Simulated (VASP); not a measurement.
# Hf3AlN4 (P4/mmm) in VASP: notebook, part 2 of 2

VASP 6.6.1. Earlier steps stand in the parts before.

### 3 Single point, PBE

The COD entry that gives the cell may itself be a prediction, so a difference from it is no test against experiment.

This run uses another cell than the first one, of 14.46 Å³/atom, 1.296 times its volume.

INCAR

```
SYSTEM = Hf3AlN4
PREC     = Accurate       ! precision mode
ENCUT    = 520            ! plane-wave cutoff, eV
EDIFF    = 1E-6           ! SCF threshold, eV
ISMEAR   = 0              ! smearing method
SIGMA    = 0.1            ! smearing width, eV
LREAL    = .FALSE.        ! projectors in reciprocal space
LASPH    = .TRUE.         ! aspherical terms in the spheres
NELM     = 100            ! most SCF steps
ALGO     = Normal         ! electronic algorithm
ISIF     = 2              ! what is computed and relaxed
LWAVE    = .FALSE.        ! write WAVECAR
LCHARG   = .TRUE.         ! write CHGCAR
GGA      = PE             ! functional
LELF     = .TRUE.         ! ELF
LVHAR    = .TRUE.       
NBANDS   = 36             ! bands
```

KPOINTS

```
regular mesh
0
G
  6 6 2
  0 0 0
```

POSCAR

```
Hf3AlN4
1.0
    3.4453365000      0.0000000000      0.0000000000
    0.0000000000      3.4453365000      0.0000000000
    0.0000000000      0.0000000000      9.7448832200
Hf Al N
3 1 4
Direct
    0.0000000000      0.0000000000      0.7500000000
    0.0000000000      0.0000000000      0.2500000000
    0.5000000000      0.5000000000      0.5000000000
    0.5000000000      0.5000000000      0.0000000000
    0.0000000000      0.0000000000      0.0000000000
    0.5000000000      0.5000000000      0.2500000000
    0.0000000000      0.0000000000      0.5000000000
    0.5000000000      0.5000000000      0.7500000000
```

Potentials or basis: VASP PAW PBE potentials, release 64 (Hf_pv, Al, N).

On the command line:

```console
$ cat potpaw_PBE.64/Hf_pv/POTCAR potpaw_PBE.64/Al/POTCAR potpaw_PBE.64/N/POTCAR > POTCAR
$ mpirun -np 1 vasp_std > vasp.out
```

Run time: 97 s. Hardware: 1 thread of Intel Xeon Platinum 8375C at 2.90GHz (Ice Lake), shared host; peak memory 0.27 GiB.

It converged, with:

| Property | Result |
| --- | --- |
| Free energy | -74.7781 eV |
| Pressure | -35.7 GPa |
| Largest force | 0.438 eV/Å |

Forces on the atoms (eV/Å):
```
Hf   0.000  0.000 -0.438
Hf   0.000  0.000  0.438
Hf   0.000  0.000  0.000
Al   0.000  0.000  0.000
N    0.000  0.000  0.000
N    0.000  0.000 -0.292
N    0.000  0.000  0.000
N    0.000  0.000  0.292
```

Stress tensor (GPa, compression positive):
```
-36.69   0.00   0.00
  0.00 -36.69   0.00
  0.00   0.00 -33.58
```

Levels at points of the mesh, in eV from the Fermi level:
```csv
k point,band 24,band 25,band 26,band 27,band 28,band 29,band 30,band 31
"(0.00, 0.00, 0.00)",-2.43,-2.43,-2.35,-1.73,-1.34,-0.76,0.43,0.43
"(0.50, 0.00, 0.00)",-3.72,-2.61,1.54,1.76,1.78,1.87,2.11,2.24
"(0.50, 0.50, 0.00)",-3.33,-2.97,-1.99,-1.99,-0.50,1.07,1.07,2.40
"(0.00, 0.00, 0.50)",-2.75,-2.75,-2.55,-1.80,-0.71,-0.44,0.69,0.83
"(0.50, 0.00, 0.50)",-3.47,-2.63,1.22,1.32,1.59,2.21,2.24,2.26
"(0.50, 0.50, 0.50)",-3.82,-3.73,-1.14,-1.14,-0.03,-0.03,0.13,3.14
```

Caveat: spin-orbit coupling is left out, which moves the levels of the heavy elements.

### 4 Single point, PBE

INCAR

```
SYSTEM = Hf3AlN4
  ALGO = Normal
  EDIFF = 1E-6
  ENCUT = 520
  GGA = PE
  ISIF = 2
  ISMEAR = 0
  LASPH = .TRUE.
  LCHARG = .FALSE.
  LREAL = .FALSE.
  LWAVE = .FALSE.
  NBANDS = 36
  NELM = 100
  PREC = Accurate
  SIGMA = 0.1
```

KPOINTS

```
k-points
0
G
  12 12 4
  0 0 0
```

POSCAR

```
Hf3AlN4
1.0
    3.1711011555      0.0000000000      0.0000000000
    0.0000000000      3.1711011555      0.0000000000
    0.0000000000      0.0000000000      8.8743925931
Hf Al N
3 1 4
Direct
    0.0000000000      0.0000000000      0.7500663193
    0.0000000000      0.0000000000      0.2499336807
    0.5000000000      0.5000000000      0.5000000000
    0.5000000000      0.5000000000      0.0000000000
    0.0000000000      0.0000000000      0.0000000000
    0.5000000000      0.5000000000      0.2273918835
    0.0000000000      0.0000000000      0.5000000000
    0.5000000000      0.5000000000      0.7726081165
```

On the command line:

```console
$ cat potpaw_PBE.64/Hf_pv/POTCAR potpaw_PBE.64/Al/POTCAR potpaw_PBE.64/N/POTCAR > POTCAR
$ mpirun -np 1 vasp_std > vasp.out
```

Wall time 3.6 min (1 thread of Intel Xeon Platinum 8375C at 2.90GHz (Ice Lake), shared host); peak memory 0.35 GiB.

It converged, with:

* Free energy: -78.9115 eV
* Pressure: -1.9 GPa
* Largest force: 0.081 eV/Å

Forces in eV/Å, atoms in the order of the input:
```
Hf   0.000  0.000  0.031
Hf   0.000  0.000 -0.031
Hf   0.000  0.000  0.000
Al   0.000  0.000  0.000
N    0.000  0.000  0.000
N    0.000  0.000  0.081
N    0.000  0.000  0.000
N    0.000  0.000 -0.081
```

Levels at points of the mesh, in eV from the Fermi level:
| k point | band 23 | band 24 | band 25 | band 26 | band 27 | band 28 | band 29 | band 30 | band 31 | band 32 |
| --- | --- | --- | --- | --- | --- | --- | --- | --- | --- | --- |
| (0.00, 0.00, 0.00) | -3.52 | -2.77 | -2.68 | -2.68 | -2.44 | -1.20 | 0.13 | 0.13 | 0.59 | 2.22 |
| (0.50, 0.00, 0.00) | -4.57 | -4.26 | -3.42 | 1.44 | 1.92 | 2.23 | 2.34 | 2.46 | 2.61 | 3.32 |
| (0.50, 0.50, 0.00) | -3.66 | -3.66 | -3.36 | -3.36 | -3.23 | 1.47 | 1.47 | 1.51 | 3.48 | 3.48 |
| (0.00, 0.00, 0.50) | -3.42 | -3.42 | -2.92 | -2.92 | -2.56 | -1.07 | 0.65 | 0.65 | 1.46 | 2.23 |
| (0.50, 0.00, 0.50) | -4.68 | -4.12 | -3.45 | 1.17 | 1.37 | 2.56 | 2.63 | 2.98 | 3.11 | 3.13 |
| (0.50, 0.50, 0.50) | -4.50 | -4.50 | -4.35 | -2.21 | -2.21 | 0.24 | 0.24 | 2.40 | 4.39 | 4.74 |

Caveat: spin-orbit coupling is left out, which moves the levels of the heavy elements.

### 5 Relaxation of cell and atoms, PBE

This run uses another cell than the first one, of 14.46 Å³/atom, 1.296 times its volume.

INCAR

```
  PREC = Accurate
  ENCUT = 600
  EDIFF = 1E-6
  ISMEAR = 0
  SIGMA = 0.1
  LREAL = F
  LASPH = T
  NELM = 60
  ALGO = Normal
  ISIF = 3
  LWAVE = F
  LCHARG = F
  GGA = PE
  IBRION = 2
  NSW = 90
  EDIFFG = -0.04
```

KPOINTS

```
regular mesh
0
Gamma
  6 6 2
```

POSCAR

```
Hf3AlN4
1.0
    3.4453365000      0.0000000000      0.0000000000
    0.0000000000      3.4453365000      0.0000000000
    0.0000000000      0.0000000000      9.7448832200
Hf Al N
3 1 4
Direct
    0.0000000000      0.0000000000      0.7500000000
    0.0000000000      0.0000000000      0.2500000000
    0.5000000000      0.5000000000      0.5000000000
    0.5000000000      0.5000000000      0.0000000000
    0.0000000000      0.0000000000      0.0000000000
    0.5000000000      0.5000000000      0.2500000000
    0.0000000000      0.0000000000      0.5000000000
    0.5000000000      0.5000000000      0.7500000000
```

On the command line:

```console
$ cat potpaw_PBE.64/Hf_pv/POTCAR potpaw_PBE.64/Al/POTCAR potpaw_PBE.64/N/POTCAR > POTCAR
$ mpirun -np 1 vasp_std > vasp.out
```

Run time: 12 min. Hardware: 1 thread of Intel Xeon Platinum 8375C at 2.90GHz (Ice Lake), shared host; peak memory 0.31 GiB.

The run converged. Its results:

| Quantity | Value |
| --- | --- |
| Free energy | -78.9516 eV |
| Relaxed volume | 11.06 Å³/atom |
| Relaxed cell | a = 3.161 Å, b = 3.161 Å, c = 8.858 Å, α = 90.00°, β = 90.00°, γ = 90.00° |
| Space group after relaxing (to 0.05 Å) | P4/mmm (No. 123) |
| Energy gained by relaxing | 520.8 meV/atom |
| Ionic steps | 12 |
| Pressure after relaxing | 0.1 GPa |
| Largest force after relaxing | 0.025 eV/Å |

Forces in eV/Å, atoms in the order of the input:
```
Hf   0.000  0.000  0.004
Hf   0.000  0.000 -0.004
Hf   0.000  0.000  0.000
Al   0.000  0.000  0.000
N    0.000  0.000  0.000
N    0.000  0.000 -0.025
N    0.000  0.000  0.000
N    0.000  0.000  0.025
```

Stress tensor (GPa, compression positive):
```
-0.13  0.00  0.00
 0.00 -0.13  0.00
 0.00  0.00  0.43
```

Step by step:
```csv
step,energy change (eV),largest force (eV/Å),pressure (GPa),volume (Å³)
1,0.0000,0.4380,-35.77,115.68
2,1.6512,3.6864,109.01,69.60
3,-3.6784,1.9273,-3.38,90.68
4,-3.6931,2.0065,-0.84,89.71
5,-3.6946,2.0425,0.47,89.23
6,-4.0173,1.1829,2.27,88.07
7,-4.0752,0.6350,3.76,87.51
8,-4.0767,0.7816,4.13,87.39
9,-4.1089,0.5580,-5.69,90.65
10,-4.1293,0.6324,-2.15,89.37
11,-4.1656,0.0965,-0.27,88.62
12,-4.1662,0.0253,0.06,88.51
```

Final structure:
```
Hf Al N
1.0
     3.16113    0.00000    0.00000
     0.00000    3.16113    0.00000
     0.00000    0.00000    8.85755
Hf Al N
3 1 4
Direct
  0.00000 0.00000 0.74971
  0.00000 0.00000 0.25029
  0.50000 0.50000 0.50000
  0.50000 0.50000 0.00000
  0.00000 0.00000 0.00000
  0.50000 0.50000 0.22749
  0.00000 0.00000 0.50000
  0.50000 0.50000 0.77251
```

Levels at points of the mesh, in eV from the Fermi level:
```
           k point  band 25  band 26  band 27  band 28  band 29  band 30
(0.00, 0.00, 0.00)    -2.74    -2.74    -2.53    -1.26     0.08     0.08
(0.50, 0.00, 0.00)    -3.47     1.40     1.90     2.20     2.31     2.45
(0.50, 0.50, 0.00)    -3.45    -3.45    -3.27     1.42     1.42     1.52
(0.00, 0.00, 0.50)    -2.97    -2.97    -2.65    -1.14     0.60     0.60
(0.50, 0.00, 0.50)    -3.50     1.13     1.34     2.54     2.61     3.08
(0.50, 0.50, 0.50)    -4.40    -2.30    -2.30     0.20     0.20     2.41
```

Caveat: the volume moved by over 15 % at a fixed basis, so the end points are rough; spin-orbit coupling is left out, which moves the levels of the heavy elements.

### 6 The runs side by side

| task | cell | k mesh | cutoff (eV) | gap on the mesh (eV) | pressure (GPa) | largest force (eV/Å) |
| --- | --- | --- | --- | --- | --- | --- |
| single point | a = 3.168, b = 3.168, c = 8.888 Å, 8 atoms | 6 × 6 × 2 | 520 | none | -1.9 | 0.07 |
| single point | a = 3.445, b = 3.445, c = 9.745 Å, 8 atoms | 6 × 6 × 2 | 520 | none | -35.7 | 0.44 |
| single point | a = 3.171, b = 3.171, c = 8.874 Å, 8 atoms | 12 × 12 × 4 | 520 | none | -1.9 | 0.08 |
| relaxation of cell and atoms | relaxed from a = 3.445, b = 3.445, c = 9.745 Å, 8 atoms | 6 × 6 × 2 | 600 | none | 0.1 | 0.03 |

Alike in all rows: level PBE; potentials or basis VASP PAW PBE potentials, release 64 (Hf_pv, Al, N); no spin polarisation; smearing gaussian 0.1 eV.

Caveats: spin-orbit coupling is left out, which moves the levels of the heavy elements; the volume moved by over 15 % at a fixed basis, so the end points are rough (some runs).

Total energies depend on the potentials used, so only differences within one code and one set of settings carry meaning.
